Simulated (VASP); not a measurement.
Wanted: the native input for a VASP 6.6.1 run.

```yaml
Task: relaxation of cell and atoms
Functional: PBE
Potentials_or_basis: VASP PAW PBE potentials, release 64 (Ru_pv, Ir)
Cutoff: 600 eV
k_mesh: 6 × 6 × 6
Occupations: gaussian, width 0.1 eV
Spin: no spin polarisation
Dipole_correction: no
Further_INCAR_settings: ALGO = Fast; EDIFF = 1e-07; IBRION = 2; EDIFFG = -0.04; NSW = 90; ISIF = 3
```

The structure of IrRu2 lies in POSCAR:

```
IrRu2
1.0
    0.0000000000      2.7045870200      2.7045870200
    2.7045870200      0.0000000000      2.7045870200
    2.7045870200      2.7045870200      0.0000000000
Ru Ir
2 1
Direct
    0.2500000000      0.2500000000      0.2500000000
    0.7500000000      0.7500000000      0.7500000000
    0.0000000000      0.0000000000      0.0000000000
```

One way to write it, as run:

INCAR

```
PREC = Accurate
ENCUT = 600
EDIFF = 1E-7
ISMEAR = 0
SIGMA = 0.1
LREAL = False
LASPH = True
NELM = 60
ALGO = Fast
ISIF = 3
LWAVE = False
LCHARG = False
GGA = PE
IBRION = 2
NSW = 90
EDIFFG = -0.04
```

KPOINTS

```
regular mesh
0
Gamma
  6 6 6
```

Potentials or basis: VASP PAW PBE potentials, release 64 (Ru_pv, Ir).

Run with:

```bash
$ cat potpaw_PBE.64/Ru_pv/POTCAR potpaw_PBE.64/Ir/POTCAR > POTCAR
$ mpirun -np 1 vasp_std > vasp.out
```

It gave:

```yaml
Relaxed_volume: 16.88 Å³/atom
Relaxed_cell: a = 4.153 Å, b = 4.153 Å, c = 4.153 Å, α = 60.00°, β = 60.00°, γ = 60.00°
Space_group_after_relaxing_to_0.05_Å: Fm-3m (No. 225)
Energy_gained_by_relaxing: 962.4 meV/atom
Ionic_steps: 7
Pressure_after_relaxing: -0.2 GPa
```

Caveat: the volume moved by over 15 % at a fixed basis, so the end points are rough.

It took 4.1 min on 1 thread of Intel(R) Xeon(R) Platinum 8375C CPU @ 2.90GHz (Ice Lake) (shared host), peak memory 0.2 GiB.
